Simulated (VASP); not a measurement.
W, 5 atoms in the cell. The cell holds layers a few Å apart, 5 atoms: a = 2.827 Å, b = 2.827 Å, c = 14.233 Å, α = 90.00°, β = 90.00°, γ = 120.00°. 

* Program: VASP 6.6.1
* Task: single point
* Functional: PBEsol
* Potentials or basis: VASP PAW PBE potentials, release 64 (W_sv)
* Cutoff: 520 eV
* k mesh: 12 × 12 × 1
* Occupations: gaussian, width 0.1 eV
* Spin: no spin polarisation
* Dipole correction: no
* Further INCAR settings: ALGO = Normal; EDIFF = 1e-06; NBANDS = 43

Potentials or basis: VASP PAW PBE potentials, release 64 (W_sv).

Run with:

```bash
$ cat potpaw_PBE.64/W_sv/POTCAR > POTCAR
$ mpirun -np 1 vasp_std > vasp.out
```

Hardware: 1 thread of AMD EPYC 9R45 (Zen 5), on a shared host.

Question: How long does it take, and how much memory?

Answer: Run time: 76 s on 1 thread of AMD EPYC 9R45 (Zen 5), with other jobs on the host, peak memory 0.22 GiB. Counts: scf iterations 18, k points 19.
